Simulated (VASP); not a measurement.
Wanted: the native input for a VASP 6.6.1 run.

| Quantity | Value |
| --- | --- |
| Task | single point |
| Functional | RPBE |
| Potentials or basis | VASP PAW PBE potentials, release 64 (Hf_pv, Be) |
| Cutoff | 520 eV |
| k mesh | 5 × 5 × 5 |
| Occupations | fermi-dirac, width 0.05 eV |
| Spin | no spin polarisation |
| Dipole correction | no |
| Further INCAR settings | ALGO = Normal; EDIFF = 1e-06; NBANDS = 24 |

The structure of Hf3Be lies in POSCAR:

```
Hf3Be
1.0
   -2.0920000000      2.0920000000      4.3530460000
    2.0920000000     -2.0920000000      4.3530460000
    2.0920000000      2.0920000000     -4.3530460000
Hf Be
3 1
Direct
    0.5000000000      0.5000000000      0.0000000000
    0.2500000000      0.7500000000      0.5000000000
    0.7500000000      0.2500000000      0.5000000000
    0.0000000000      0.0000000000      0.0000000000
```

The input as run:

INCAR

```
SYSTEM = Hf3Be
ALGO = Normal
EDIFF = 1E-6
ENCUT = 520
GGA = RP
ISIF = 2
ISMEAR = -1
LASPH = .True.
LCHARG = .True.
LELF = .True.
LREAL = .False.
LVHAR = .True.
LWAVE = .False.
NBANDS = 24
NELM = 60
PREC = Accurate
SIGMA = 0.05
```

KPOINTS

```
k-points
0
Gamma
  5 5 5
  0 0 0
```

Potentials or basis: VASP PAW PBE potentials, release 64 (Hf_pv, Be).

Command:

```console
$ cat potpaw_PBE.64/Hf_pv/POTCAR potpaw_PBE.64/Be/POTCAR > POTCAR
$ mpirun -np 1 vasp_std > vasp.out
```

Results of the run:

```
Pressure               : 2.3 GPa
Band gap on the k mesh : zero (band 16 reaches 4.81 eV, above the bottom of band 17 at 4.59 eV)
```

Caveat: the k points lie up to 0.42 Å⁻¹ apart; the PAW data sets were made with another functional, which shifts forces and pressure a little; spin-orbit coupling is left out, which moves the levels of the heavy elements.

Wall time 120 s on 1 thread of AMD EPYC 7R13, on a shared host, peak memory 0.21 GiB.
